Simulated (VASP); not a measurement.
# GaSb (Immm) in VASP: a series of runs

The runs below take GaSb through single point, with r2SCAN.

All numbers are computed with VASP 6.6.1; they aren't measurements. Logs are shortened: lines on timing, memory, paths and dates and some standing lists are left out, and cuts for length are marked.

### 1 The cell of the first run

The structure is orthorhombic, space group Immm (No. 71). The conventional cell has a = 3.014 Å, b = 5.183 Å, c = 6.166 Å, α = 90.00°, β = 90.00°, γ = 90.00°. Within 3.9 Å of Ga (site symmetry mmm) lie 6 Sb at 3.00 to 3.08 Å and 2 Ga at 3.01 Å. Sb (site symmetry mmm) has 6 Ga at 3.00 to 3.08 Å and 2 Sb at 3.01 Å within 3.9 Å.

### 2 Single point, r2SCAN

POSCAR reads:

```
GaSb
1.0
   -1.5072468962      2.5913538001      3.0831208045
    1.5072468962     -2.5913538001      3.0831208045
    1.5072468962      2.5913538001     -3.0831208045
Ga Sb
1 1
Direct
    0.0000000000      0.0000000000      0.0000000000
    0.5000000000      0.5000000000      0.0000000000
```

INCAR.step1 reads:

```
SYSTEM = GaSb
ALGO     = Normal         ! electronic algorithm
EDIFF    = 1E-4           ! SCF threshold, eV
ENCUT    = 520            ! plane-wave cutoff, eV
GGA      = PE             ! functional
ISMEAR   = 0              ! smearing method
LASPH    = .TRUE.         ! aspherical terms in the spheres
LCHARG   = .FALSE.        ! write CHGCAR
LREAL    = .FALSE.        ! projectors in reciprocal space
LWAVE    = .TRUE.         ! write WAVECAR
NBANDS   = 16             ! bands
NELM     = 80             ! most SCF steps
PREC     = Accurate       ! precision mode
SIGMA    = 0.15           ! smearing width, eV
```

INCAR.step2 reads:

```
SYSTEM = GaSb
ALGO     = Normal         ! electronic algorithm
EDIFF    = 1E-7           ! SCF threshold, eV
ENCUT    = 520            ! plane-wave cutoff, eV
ISIF     = 2              ! what is computed and relaxed
ISMEAR   = 0              ! smearing method
ISTART   = 1            
LASPH    = .TRUE.         ! aspherical terms in the spheres
LCHARG   = .FALSE.        ! write CHGCAR
LMIXTAU  = .TRUE.       
LREAL    = .FALSE.        ! projectors in reciprocal space
LWAVE    = .FALSE.        ! write WAVECAR
METAGGA  = R2SCAN         ! meta-GGA
NBANDS   = 16             ! bands
NELM     = 80             ! most SCF steps
PREC     = Accurate       ! precision mode
SIGMA    = 0.15           ! smearing width, eV
```

KPOINTS reads:

```
k-points
0
G
  20 20 20
  0 0 0
```

Potentials or basis: VASP PAW PBE potentials, release 64 (Ga_d, Sb).

Run with:

```
> cat potpaw_PBE.64/Ga_d/POTCAR potpaw_PBE.64/Sb/POTCAR > POTCAR
> cp INCAR.step1 INCAR
> mpirun -np 1 vasp_std > vasp.out
> cp INCAR.step2 INCAR
> mpirun -np 1 vasp_std > vasp.out
```

OUTCAR:

```text
SYSTEM = GaSb
   EDIFF = 1E-7
   ENCUT = 520
   ISIF = 2
   ISMEAR = 0
   ISTART = 1
   LASPH = .TRUE.
   LREAL = .FALSE.
   METAGGA = R2SCAN
   NELM = 80
   PREC = Accurate

 ion  position               nearest neighbor table
   1  0.000  0.000  0.000-   2 3.00   2 3.00   2 3.00   2 3.00   2 3.08   2 3.08
   2  0.500  0.500  0.000-   1 3.00   1 3.00   1 3.00   1 3.00   1 3.08   1 3.08

  LATTYP: Found a body centered orthorhombic cell.
 ALAT       =     3.0144937924
 B/A-ratio  =     1.7192629865
 C/A-ratio  =     2.0455313673

  Lattice vectors:

 A1 = (  -1.5072468962,   2.5913538001,   3.0831208045)
 A2 = (   1.5072468962,  -2.5913538001,   3.0831208045)
 A3 = (   1.5072468962,   2.5913538001,  -3.0831208045)

Analysis of symmetry for initial positions (statically):
=====================================================================
 Subroutine PRICEL returns:
 Original cell was already a primitive cell.

 Routine SETGRP: Setting up the symmetry group for a
 body centered orthorhombic supercell.

 Subroutine GETGRP returns: Found  8 space group operations
 (whereof  8 operations were pure point group operations)
 out of a pool of  8 trial point group operations.

The static configuration has the point symmetry D_2h.

Analysis of symmetry for dynamics (positions and initial velocities):
=====================================================================
 Subroutine PRICEL returns:
 Original cell was already a primitive cell.

 Routine SETGRP: Setting up the symmetry group for a
 body centered orthorhombic supercell.

 Subroutine GETGRP returns: Found  8 space group operations
 (whereof  8 operations were pure point group operations)
 out of a pool of  8 trial point group operations.

The dynamic configuration has the point symmetry D_2h.

 Subroutine INISYM returns: Found  8 space group operations
 (whereof  8 operations are pure point group operations),
 and found     1 'primitive' translations

----------------------------------------------------------------------------------------

                                     Primitive cell

  volume of cell :      48.1683

  direct lattice vectors                    reciprocal lattice vectors
    -1.507246896  2.591353800  3.083120805     0.000000000  0.192949338  0.162173340
     1.507246896 -2.591353800  3.083120805     0.331730655  0.000000000  0.162173340
     1.507246896  2.591353800 -3.083120805     0.331730655  0.192949338  0.000000000

  length of vectors
     4.300295527  4.300295527  4.300295527     0.252050867  0.369249807  0.383763826

  position of ions in fractional coordinates (direct lattice)
     0.000000000  0.000000000  0.000000000
     0.500000000  0.500000000  0.000000000

  ion indices of the primitive-cell ions
   primitive index   ion index
                 1           1
                 2           2

----------------------------------------------------------------------------------------

 KPOINTS: k-points

Automatic generation of k-mesh.
 Grid dimensions read from file:
 generate k-points for:   20   20   20

 Generating k-lattice:

  Cartesian coordinates                     Fractional coordinates (reciprocal lattice)
     0.000000000  0.009647467  0.008108667     0.050000000 -0.000000000  0.000000000
     0.016586533  0.000000000  0.008108667    -0.000000000  0.050000000  0.000000000
     0.016586533  0.009647467  0.000000000     0.000000000 -0.000000000  0.050000000

  Length of vectors
     0.012602543  0.018462490  0.019188191

  Shift w.r.t. Gamma in fractional coordinates (k-lattice)
     0.000000000  0.000000000  0.000000000

 Subroutine IBZKPT returns following result:
 ===========================================

 Found   1166 irreducible k-points:

 Following reciprocal coordinates:
            Coordinates               Weight
  0.000000  0.000000  0.000000      1.000000
  0.050000  0.000000  0.000000      4.000000
  0.100000  0.000000  0.000000      4.000000
  0.150000  0.000000 -0.000000      4.000000
  0.200000  0.000000  0.000000      4.000000
  0.250000  0.000000 -0.000000      4.000000
[... 16 lines left out ...]
 -0.450000  0.050000  0.000000      8.000000
 -0.400000  0.050000  0.000000      8.000000
 [... further k-points ...]
   k-points           NKPTS =   1166   k-points in BZ     NKDIM =   1166   number of bands    NBANDS=     16
   number of dos      NEDOS =    301   number of ions     NIONS =      2
   total plane-waves  NPLWV =  32768
   dimension x,y,z NGX =    32 NGY =   32 NGZ =   32
   dimension x,y,z NGXF=    64 NGYF=   64 NGZF=   64
   ions per type =               1   1
   NGX,Y,Z   is equivalent  to a cutoff of  12.37, 12.37, 12.37 a.u.
   NGXF,Y,Z  is equivalent  to a cutoff of  24.74, 24.74, 24.74 a.u.
 SYSTEM =  GaSb
   PREC   = accura    normal or accurate (medium, high low for compatibility)
   ISTART =      1    job   : 0-new  1-cont  2-samecut
   ICHARG =      0    charge: 1-file 2-atom 10-const
   ISPIN  =      1    spin polarized calculation?
   LNONCOLLINEAR =      F non collinear calculations
   LSORBIT =      F    spin-orbit coupling
   LASPH  =      T    aspherical Exc in radial PAW
   ENCUT  =  520.0 eV  38.22 Ry    6.18 a.u.   8.00  8.00  8.00*2*pi/ulx,y,z
   NELM   =     80;   NELMIN=  2; NELMDL=  0     # of ELM steps
   EDIFF  = 0.1E-06   stopping-criterion for ELM
   LREAL  =      F    real-space projection
   EDIFFG = 0.1E-05   stopping-criterion for IOM
   NSW    =      0    number of steps for IOM
   IBRION =     -1    ionic relax: 0-MD 1-quasi-New 2-CG
   NFREE  =      0    steps in history (QN), initial steepest desc. (CG)
   ISIF   =      2    stress and relaxation
   ISYM   =      2    0-nonsym 1-usesym 2-fastsym
   POTIM  = 0.5000    time-step for ionic-motion
   TEBEG  =    0.0;   TEEND  =   0.0 temperature during run
   PSTRESS=    0.0 pullay stress
   NELECT =      18.0000    total number of electrons
   NUPDOWN=      -1.0000    fix difference up-down
   EMIN   =  10.00;   EMAX   =-10.00  energy-range for DOS
   EFERMI =   0.00;   METHOD = LEGACY
   ISMEAR =     0;   SIGMA  =   0.15  broadening in eV -4-tet -1-fermi 0-gaus
   EFERMI_NEDOS =   21; number of points for ismear=-14 and -15
   IALGO  =     38    algorithm
   IMIX   =      4    mixing-type and parameters
     AMIX     =   0.40;   BMIX     =  1.00
     AMIX_MAG =   1.60;   BMIX_MAG =  1.00
  volume/ion in A,a.u.               =      24.08       162.53
  Fermi-wavevector in a.u.,A,eV,Ry     =   1.179176  2.228319 18.918287  1.390455
  Thomas-Fermi vector in A             =   2.315491
   LORBIT       =      0    0 simple, 1 ext, 2 COOP (PROOUT), +10 PAW based schemes
   METAGGA = R2SCAN    functional components
   LHFCALC =     F    Hartree Fock is set to
   AEXX    =    0.0000 exact exchange contribution
   IVDW    =     0    specifies the selected vdW correction
   LEPSILON=     F    determine dielectric tensor
   LRPA    =     F    only Hartree local field effects (RPA)
 non-spin polarized calculation
 Gauss-broadening in eV      SIGMA  =   0.15
  energy-cutoff  :      520.00
  volume of cell :       48.17
 maximum number of plane-waves:      1320
   NGX = 15   NGY = 15   NGZ = 15

 number of electron      17.9999997 magnetization

 Free energy of the ion-electron system (eV)
  ---------------------------------------------------
  ext. energy  EPLUGINS =         0.00000000
  ---------------------------------------------------
  free energy    TOTEN  =       -36.84708068 eV

  energy without entropy =      -36.83744466  energy(sigma->0) =      -36.84226267

 E-fermi :   6.4888     XC(G=0): -10.9503

 val. band max:        6.4878527110   @ k =  -0.0500   0.4000   0.0500
 cond. band min:       6.4894872890   @ k =   0.0500   0.2000   0.0500
 fundamental gap:      0.0016345781
 Fermi energy:         6.4888251397

 k-point     1 :       0.0000    0.0000    0.0000
  band No.  band energies     occupation
      1      -9.0269      2.00000
      2      -8.9215      2.00000
      3      -8.9074      2.00000
      4      -8.8800      2.00000
      5      -8.8415      2.00000
      6      -6.1448      2.00000
[... 8 lines left out ...]
     15      16.1730      0.00000
     16      17.4590      0.00000

 k-point     2 :       0.0500    0.0000    0.0000
  band No.  band energies     occupation
      1      -9.0268      2.00000
      2      -8.9218      2.00000
      3      -8.9071      2.00000
      4      -8.8801      2.00000
      5      -8.8414      2.00000
      6      -6.1236      2.00000
[... 8 lines left out ...]
     15      16.1170      0.00000
     16      17.4210      0.00000

 k-point     3 :       0.1000    0.0000    0.0000
  band No.  band energies     occupation
      1      -9.0264      2.00000
      2      -8.9225      2.00000
      3      -8.9064      2.00000
      4      -8.8801      2.00000
      5      -8.8413      2.00000
      6      -6.0604      2.00000
[... 8 lines left out ...]
     15      15.9658      0.00000
     16      17.3269      0.00000

 k-point     4 :       0.1500    0.0000   -0.0000
  band No.  band energies     occupation
      1      -9.0259      2.00000
      2      -8.9238      2.00000
      3      -8.9054      2.00000
      4      -8.8803      2.00000
      5      -8.8411      2.00000
      6      -5.9564      2.00000
[... 8 lines left out ...]
     15      16.0133      0.00000
     16      17.2254      0.00000
[... 324 lines left out ...]
 k-point    22 :       0.5000    0.0500   -0.0000
  band No.  band energies     occupation
      1      -9.0178      2.00000
      2      -8.9323      2.00000
      3      -8.8973      2.00000
      4      -8.8846      2.00000
      5      -8.8416      2.00000
      6      -4.7381      2.00000
[... 8 lines left out ...]
     15      18.1102      0.00000
     16      18.5016      0.00000

 k-point    23 :      -0.4500    0.0500    0.0000
  band No.  band energies     occupation
      1      -9.0179      2.00000
      2      -8.9314      2.00000
      3      -8.8978      2.00000
      4      -8.8846      2.00000
      5      -8.8417      2.00000
      6      -4.8457      2.00000
[... 8 lines left out ...]
     15      17.3521      0.00000
     16      18.3555      0.00000

 k-point    24 :      -0.4000    0.0500    0.0000
  band No.  band energies     occupation
      1      -9.0182      2.00000
      2      -8.9300      2.00000
      3      -8.8987      2.00000
      4      -8.8845      2.00000
      5      -8.8419      2.00000
      6      -5.0328      2.00000
[... 8 lines left out ...]
     15      17.2219      0.00000
     16      18.3867      0.00000

 [... further k-points ...]

------------------------ aborting loop because EDIFF is reached ----------------------------------------

  FORCE on cell =-STRESS in cart. coord.  units (eV):
  Direction    XX          YY          ZZ          XY          YZ          ZX
  --------------------------------------------------------------------------------------
  -------------------------------------------------------------------------------------
  Total        1.3959785      0.4466207     -2.2432807      0.0000000      0.0000000      0.0000000
  in kB       46.4330978     14.8555172    -74.6161035      0.0000000      0.0000000      0.0000000
  external PRESSURE =      -4.4424962 kB  Pullay stress =       0.0000000 kB

 VOLUME and BASIS-vectors are now :
 -----------------------------------------------------------------------------
  energy-cutoff  :      520.00
  volume of cell :       48.17
      direct lattice vectors                 reciprocal lattice vectors
    -1.507246896  2.591353800  3.083120805     0.000000000  0.192949338  0.162173340
     1.507246896 -2.591353800  3.083120805     0.331730655  0.000000000  0.162173340
     1.507246896  2.591353800 -3.083120805     0.331730655  0.192949338  0.000000000

 POSITION                                       TOTAL-FORCE (eV/Angst)
 -----------------------------------------------------------------------------------
      0.00000      0.00000      0.00000         0.000000      0.000000     -0.000000
      0.00000      0.00000      3.08312        -0.000000     -0.000000      0.000000
 -----------------------------------------------------------------------------------
    total drift:                                0.000000      0.000000      0.000000

  FREE ENERGIE OF THE ION-ELECTRON SYSTEM (eV)
  ---------------------------------------------------
  free  energy   TOTEN  =       -36.8470806790 eV

  energy  without entropy=      -36.8374446649  energy(sigma->0) =      -36.84226267
```

Wall time 61 min (1 thread of Oxide Virtual Turin-like, shared host); peak memory 0.93 GiB.

Results:

```yaml
Free_energy: -36.8471 eV
Pressure: -0.4 GPa
Band_gap_on_the_k_mesh: zero (bands 9 and 10 overlap by 5.11 eV)
```

Stress tensor (GPa, compression positive):
```
 4.64  0.00  0.00
 0.00  1.49  0.00
 0.00  0.00 -7.46
```

Caveat: the stress differs along the axes, from -7 to 5 GPa; the PAW data sets were made with another functional, which shifts forces and pressure a little; spin-orbit coupling is left out, which moves the levels of the heavy elements.

[end of part 1 of 2]
